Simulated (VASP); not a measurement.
# Hf (P6_3/mmc) in VASP: a series of runs, part 2 of 2

VASP 6.6.1.

## (3) Single point, LDA

File INCAR:

```
PREC     = Accurate       # precision mode
ENCUT    = 520            # plane-wave cutoff, eV
EDIFF    = 1E-7           # SCF threshold, eV
ISMEAR   = -1             # smearing method
SIGMA    = 0.6            # smearing width, eV
LREAL    = F              # projectors in reciprocal space
LASPH    = T              # aspherical terms in the spheres
NELM     = 80             # most SCF steps
ALGO     = Normal         # electronic algorithm
ISIF     = 2              # what is computed and relaxed
LWAVE    = F              # write WAVECAR
LCHARG   = T              # write CHGCAR
GGA      = CA             # functional
LELF     = T              # ELF
LVHAR    = T            
NBANDS   = 17             # bands
```

File KPOINTS:

```
Automatic mesh
0
Gamma
  12 12 7
```

File POSCAR:

```
Hf
1.0
    3.1183974891      0.0000000000      0.0000000000
   -1.5591987445      2.7006114446      0.0000000000
    0.0000000000      0.0000000000      4.9475473504
Hf
2
Direct
    0.3333333333      0.6666666667      0.2500000000
    0.6666666667      0.3333333333      0.7500000000
```

Potentials or basis: VASP PAW LDA potentials, release 64 (Hf_pv).

Run with:

```console
> cat potpaw_LDA.64/Hf_pv/POTCAR > POTCAR
> mpirun -np 1 vasp_std > vasp.out
```

OUTCAR:

```text
PREC = Accurate
   ENCUT = 520
   EDIFF = 1E-7
   ISMEAR = -1
   LREAL = F
   LASPH = T
   NELM = 80
   ISIF = 2
   GGA = CA

 ion  position               nearest neighbor table
   1  0.333  0.667  0.250-   2 3.06   2 3.06   2 3.06   2 3.06   2 3.06   2 3.06
   2  0.667  0.333  0.750-   1 3.06   1 3.06   1 3.06   1 3.06   1 3.06   1 3.06

  LATTYP: Found a hexagonal cell.
 ALAT       =     3.1183974891
 C/A-ratio  =     1.5865672570

  Lattice vectors:

 A1 = (   3.1183974891,   0.0000000000,   0.0000000000)
 A2 = (  -1.5591987445,   2.7006114446,   0.0000000000)
 A3 = (   0.0000000000,   0.0000000000,   4.9475473504)

Analysis of symmetry for initial positions (statically):
=====================================================================
 Subroutine PRICEL returns:
 Original cell was already a primitive cell.

 Routine SETGRP: Setting up the symmetry group for a
 hexagonal supercell.

 Subroutine GETGRP returns: Found 24 space group operations
 (whereof 12 operations were pure point group operations)
 out of a pool of 24 trial point group operations.

The static configuration has the point symmetry D_3d.
 The point group associated with its full space group is D_6h.

Analysis of symmetry for dynamics (positions and initial velocities):
=====================================================================
 Subroutine PRICEL returns:
 Original cell was already a primitive cell.

 Routine SETGRP: Setting up the symmetry group for a
 hexagonal supercell.

 Subroutine GETGRP returns: Found 24 space group operations
 (whereof 12 operations were pure point group operations)
 out of a pool of 24 trial point group operations.

The dynamic configuration has the point symmetry D_3d.
 The point group associated with its full space group is D_6h.

 Subroutine INISYM returns: Found 24 space group operations
 (whereof 12 operations are pure point group operations),
[... 112 lines left out ...]
   EFERMI_NEDOS =   21; number of points for ismear=-14 and -15
   IALGO  =     38    algorithm
   IMIX   =      4    mixing-type and parameters
     AMIX     =   0.40;   BMIX     =  1.00
     AMIX_MAG =   1.60;   BMIX_MAG =  1.00
  volume/ion in A,a.u.               =      20.83       140.59
  Fermi-wavevector in a.u.,A,eV,Ry     =   1.281810  2.422270 22.354873  1.643037
  Thomas-Fermi vector in A             =   2.414158
   LORBIT       =      0    0 simple, 1 ext, 2 COOP (PROOUT), +10 PAW based schemes
   GGA     = CA    functional components
   LHFCALC =     F    Hartree Fock is set to
   AEXX    =    0.0000 exact exchange contribution
   IVDW    =     0    specifies the selected vdW correction
   LEPSILON=     F    determine dielectric tensor
   LRPA    =     F    only Hartree local field effects (RPA)
 non-spin polarized calculation
  energy-cutoff  :      520.00
  volume of cell :       41.67
 maximum number of plane-waves:      1136
 NGX is ok and might be reduce to    24
   NGX = 11   NGY = 11   NGZ = 19

 number of electron      19.9999997 magnetization

 Free energy of the ion-electron system (eV)
  ---------------------------------------------------
  ext. energy  EPLUGINS =         0.00000000
  ---------------------------------------------------
  free energy    TOTEN  =       -22.66499504 eV

  energy without entropy =      -20.03243952  energy(sigma->0) =      -21.34871728

 E-fermi :   5.1522     XC(G=0): -11.7905

 val. band max:        5.1406491374   @ k =   0.0833  -0.0000   0.2857
 cond. band min:       5.1588479867   @ k =   0.4167   0.1667   0.4286
 fundamental gap:      0.0181988494
 Fermi energy:         5.1521538511

 k-point     1 :       0.0000    0.0000    0.0000
  band No.  band energies     occupation
      1     -25.4903      2.00000
      2     -24.5770      2.00000
      3     -24.5770      2.00000
      4     -24.4155      2.00000
      5     -24.4155      2.00000
      6     -24.3679      2.00000
[... 457 lines left out ...]
      4     -24.7403      2.00000
      5     -24.5329      2.00000
      6     -24.5140      2.00000
[... 9 lines left out ...]
     16      10.0949      0.00053
     17      11.9552      0.00002

 [... further k-points ...]

------------------------ aborting loop because EDIFF is reached ----------------------------------------

  FORCE on cell =-STRESS in cart. coord.  units (eV):
  Direction    XX          YY          ZZ          XY          YZ          ZX
  --------------------------------------------------------------------------------------
  -------------------------------------------------------------------------------------
  Total        0.9254811      0.9254811      1.9376789      0.0000000      0.0000000      0.0000000
  in kB       35.5872653     35.5872653     74.5090216      0.0000000      0.0000000      0.0000000
  external PRESSURE =      48.5611840 kB  Pullay stress =       0.0000000 kB

 VOLUME and BASIS-vectors are now :
 -----------------------------------------------------------------------------
  energy-cutoff  :      520.00
  volume of cell :       41.67
      direct lattice vectors                 reciprocal lattice vectors
     3.118397489  0.000000000  0.000000000     0.320677529  0.185143257  0.000000000
    -1.559198744  2.700611445  0.000000000     0.000000000  0.370286515  0.000000000
     0.000000000  0.000000000  4.947547350     0.000000000  0.000000000  0.202120350

 POSITION                                       TOTAL-FORCE (eV/Angst)
 -----------------------------------------------------------------------------------
     -0.00000      1.80041      1.23689         0.000000     -0.000000      0.000000
      1.55920      0.90020      3.71066        -0.000000      0.000000      0.000000
 -----------------------------------------------------------------------------------
    total drift:                               -0.000000      0.000000     -0.000000

  FREE ENERGIE OF THE ION-ELECTRON SYSTEM (eV)
  ---------------------------------------------------
  free  energy   TOTEN  =       -22.6649950403 eV

  energy  without entropy=      -20.0324395209  energy(sigma->0) =      -21.34871728
```

OSZICAR:

```text
N       E                     dE             d eps       ncg     rms          rms(c)
DAV:   1     0.500378793147E+02    0.50038E+02   -0.11388E+04  2592   0.113E+03
DAV:   2    -0.214610037735E+02   -0.71499E+02   -0.69429E+02  3396   0.252E+02
DAV:   3    -0.232633998300E+02   -0.18024E+01   -0.17804E+01  3225   0.269E+01
DAV:   4    -0.232775729983E+02   -0.14173E-01   -0.14150E-01  3368   0.274E+00
DAV:   5    -0.232777006666E+02   -0.12767E-03   -0.12746E-03  3231   0.231E-01    0.671E+01
DAV:   6    -0.228286524114E+02    0.44905E+00   -0.38153E-01  3074   0.390E+00    0.396E+01
DAV:   7    -0.226730484615E+02    0.15560E+00   -0.59179E-01  3133   0.470E+00    0.179E+00
DAV:   8    -0.226649176948E+02    0.81308E-02   -0.37836E-02  2990   0.130E+00    0.204E-01
DAV:   9    -0.226650002255E+02   -0.82531E-04   -0.86994E-04  3494   0.204E-01    0.147E-01
DAV:  10    -0.226649971353E+02    0.30901E-05   -0.41299E-05  2978   0.434E-02    0.166E-01
DAV:  11    -0.226649950133E+02    0.21220E-05   -0.42021E-06  3331   0.124E-02    0.982E-03
DAV:  12    -0.226649950403E+02   -0.26991E-07   -0.73798E-07  3067   0.383E-03
   1 F= -.22664995E+02 E0= -.21348717E+02  d E =-.263256E+01
```

stdout:

```text
POSCAR found type information on POSCAR Hf
 POSCAR found :  1 types and       2 ions
 scaLAPACK will be used
 LDA part: xc-table for (Slater(with rela. corr.)+CA(PZ))
 , standard interpolation
 POSCAR, INCAR and KPOINTS ok, starting setup
 FFT: planning ... GRIDC
 FFT: planning ... GRID_SOFT
 FFT: planning ... GRID
 WAVECAR not read
 entering main loop
```

Run time: 21 s. Hardware: 1 thread of Intel Xeon Platinum 8488C (Sapphire Rapids), shared host; peak memory 0.17 GiB.

What came out:

- Free energy: -22.6650 eV
- Pressure: 4.9 GPa
- Band gap on the k mesh: zero (bands 10 and 11 overlap by 1.40 eV)

Levels at points of the mesh, in eV from the Fermi level:
| k point | band 8 | band 9 | band 10 | band 11 | band 12 | band 13 |
| --- | --- | --- | --- | --- | --- | --- |
| (0.00, 0.00, 0.00) | -3.80 | 1.22 | 1.29 | 1.29 | 1.60 | 2.18 |
| (0.50, 0.00, 0.00) | -2.87 | -2.28 | -0.39 | 0.91 | 1.13 | 1.96 |

Caveat: the cell stands under pressure; so wide a smearing shifts energies and pressures; spin-orbit coupling is left out, which moves the levels of the heavy elements.
